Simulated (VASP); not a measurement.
Input of a VASP 6.6.1 run:

Contents of INCAR:

```
SYSTEM = Zr3TiC4
PREC = Accurate
ENCUT = 520
EDIFF = 1E-7
ISMEAR = 0
SIGMA = 0.1
LREAL = .False.
LASPH = .True.
NELM = 100
ALGO = Normal
ISIF = 2
LWAVE = .False.
LCHARG = .True.
GGA = PE
LELF = .True.
LVHAR = .True.
NBANDS = 42
```

File KPOINTS:

```
regular mesh
0
Gamma
  8 8 12
  0 0 0
```

File POSCAR:

```
Zr3TiC4
1.0
    3.2688528049     -4.6215224853      0.0000000000
    3.2688528049      4.6215224853      0.0000000000
    0.0000000000      0.0000000000      3.2755686030
Zr Ti C
3 1 4
Direct
    0.5000000000      0.5000000000      0.0000000000
    0.5000000000      0.0000000000      0.5000000000
    0.0000000000      0.5000000000      0.5000000000
    0.0000000000      0.0000000000      0.0000000000
    0.7548179297      0.2451820703      0.0000000000
    0.7596579960      0.7596579960      0.5000000000
    0.2403420040      0.2403420040      0.5000000000
    0.2451820703      0.7548179297      0.0000000000
```

Potentials or basis: VASP PAW PBE potentials, release 64 (Zr_sv, Ti_sv, C).

The run is started by

```bash
$ cat potpaw_PBE.64/Zr_sv/POTCAR potpaw_PBE.64/Ti_sv/POTCAR potpaw_PBE.64/C/POTCAR > POTCAR
$ mpirun -np 1 vasp_std > vasp.out
```

Problem. Estimate the band gap on the k mesh.

Solution. Zero (bands 32 and 33 overlap by 1.28 eV).

Problem. What does it give for the largest force?

Solution. 0.006 eV/Å.

Problem. Estimate the pressure.

Solution. 0.3 GPa.

Forces in eV/Å, atoms in the order of the input:
```
Zr   0.000  0.000  0.000
Zr   0.000  0.000  0.000
Zr   0.000  0.000  0.000
Ti   0.000  0.000  0.000
C    0.000 -0.006  0.000
C   -0.006  0.000  0.000
C    0.006  0.000  0.000
C    0.000  0.006  0.000
```
